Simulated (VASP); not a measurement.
**Si: relaxation of cell and atoms with PBE**

Si:

```
Si
1.0
     3.37767    0.00000    0.00000
     0.00000    5.80151    0.00000
     0.00000    0.00000    6.11552
Si
8
Direct
  0.14397 0.56296 0.15908
  0.14397 0.93704 0.65908
  0.64397 0.06296 0.84092
  0.35603 0.93704 0.15908
  0.85603 0.06296 0.34092
  0.85603 0.43704 0.84092
  0.64397 0.43704 0.34092
  0.35603 0.56296 0.65908
```

The cell was generated, and may not be a known phase.

```yaml
Program: VASP 6.6.1
Task: relaxation of cell and atoms
Functional: PBE
Potentials_or_basis: VASP PAW PBE potentials, release 64 (Si)
Cutoff: 600 eV
k_mesh: 6 × 4 × 4
Occupations: gaussian, width 0.1 eV
Spin: no spin polarisation
Dipole_correction: no
Further_INCAR_settings: ALGO = Normal; EDIFF = 1e-06; IBRION = 2; EDIFFG = -0.04; NSW = 90; ISIF = 3
```

```
Relaxed volume                        : 18.59 Å³/atom
Relaxed cell                          : a = 3.693 Å, b = 6.108 Å, c = 6.594 Å, α = 90.00°, β = 90.00°, γ = 90.00°
Space group after relaxing (to 0.1 Å) : Pccn (No. 56)
Energy gained by relaxing             : 350.4 meV/atom
Ionic steps                           : 17
Pressure after relaxing               : 0.0 GPa
Largest force after relaxing          : 0.024 eV/Å
Band gap on the k mesh                : zero (bands 16 and 17 overlap by 0.04 eV)
```

Forces on the atoms (eV/Å):
```
Si  -0.001  0.024  0.002
Si  -0.001 -0.024  0.002
Si  -0.001  0.024 -0.002
Si   0.001 -0.024  0.002
Si   0.001  0.024 -0.002
Si   0.001 -0.024 -0.002
Si  -0.001 -0.024 -0.002
Si   0.001  0.024  0.002
```

Stress tensor (GPa, compression positive):
```
 0.06  0.00  0.00
 0.00  0.02  0.00
 0.00  0.00 -0.09
```

Step by step:
| step | energy change (eV) | largest force (eV/Å) | pressure (GPa) | volume (Å³) |
| --- | --- | --- | --- | --- |
| 1 | 0.0000 | 1.8851 | 33.55 | 119.84 |
| 2 | -0.5537 | 1.0854 | -11.61 | 182.40 |
| 3 | -2.7191 | 0.5363 | 0.48 | 146.83 |
| 4 | -2.7228 | 0.5042 | 1.05 | 145.99 |
| 5 | -2.7232 | 0.4824 | 1.44 | 145.44 |
| 6 | -2.7843 | 0.1053 | -0.36 | 148.96 |
| 7 | -2.7855 | 0.1003 | -0.16 | 148.51 |
| 8 | -2.7913 | 0.0651 | 0.02 | 148.38 |
| 9 | -2.7916 | 0.0735 | 0.06 | 148.35 |
| 10 | -2.7937 | 0.0666 | -0.02 | 148.46 |
| 11 | -2.7963 | 0.0533 | -0.26 | 148.81 |
| 12 | -2.7975 | 0.0460 | -0.18 | 148.73 |
| 13 | -2.7999 | 0.0510 | 0.03 | 148.47 |
| 14 | -2.7987 | 0.1217 | 0.48 | 147.95 |
| 15 | -2.8003 | 0.0716 | 0.19 | 148.29 |
| 16 | -2.8015 | 0.0576 | 0.13 | 148.42 |
| 17 | -2.8030 | 0.0244 | 0.00 | 148.74 |

Final structure:
```
Si
1.0
     3.69283    0.00000    0.00000
     0.00000    6.10775    0.00000
     0.00000    0.00000    6.59438
Si
8
Direct
  0.13198 0.56518 0.15589
  0.13198 0.93482 0.65589
  0.63198 0.06518 0.84411
  0.36802 0.93482 0.15589
  0.86802 0.06518 0.34411
  0.86802 0.43482 0.84411
  0.63198 0.43482 0.34411
  0.36802 0.56518 0.65589
```

Levels at points of the mesh, in eV from the Fermi level:
```tsv
k point	band 13	band 14	band 15	band 16	band 17	band 18	band 19	band 20
(0.00, 0.00, 0.00)	-0.80	-0.74	-0.06	0.05	1.66	1.84	2.54	2.88
(0.50, 0.00, 0.00)	-2.95	-2.95	-1.91	-1.91	0.58	0.58	2.65	2.65
(0.00, 0.50, 0.00)	-0.97	-0.97	-0.35	-0.35	1.31	1.31	1.58	1.58
(0.50, 0.50, 0.00)	-1.88	-1.88	-0.19	-0.19	0.37	0.37	2.63	2.64
(0.00, 0.00, 0.50)	-1.08	-1.08	-0.87	-0.87	2.08	2.08	2.13	2.13
(0.50, 0.00, 0.50)	-1.96	-1.96	-1.96	-1.96	0.76	0.76	0.76	0.76
(0.00, 0.50, 0.50)	-1.02	-1.02	-1.02	-1.02	1.40	1.40	1.40	1.40
(0.50, 0.50, 0.50)	-1.89	-1.89	-0.72	-0.72	0.01	0.01	0.39	0.39
```

Wall time 23 min on 1 thread of Intel Xeon 8259CL, on a shared host, peak memory 0.29 GiB.

Caveat: the volume moved by over 15 % at a fixed basis, so the end points are rough; semilocal functionals underestimate gaps, and a narrow one can read as zero.
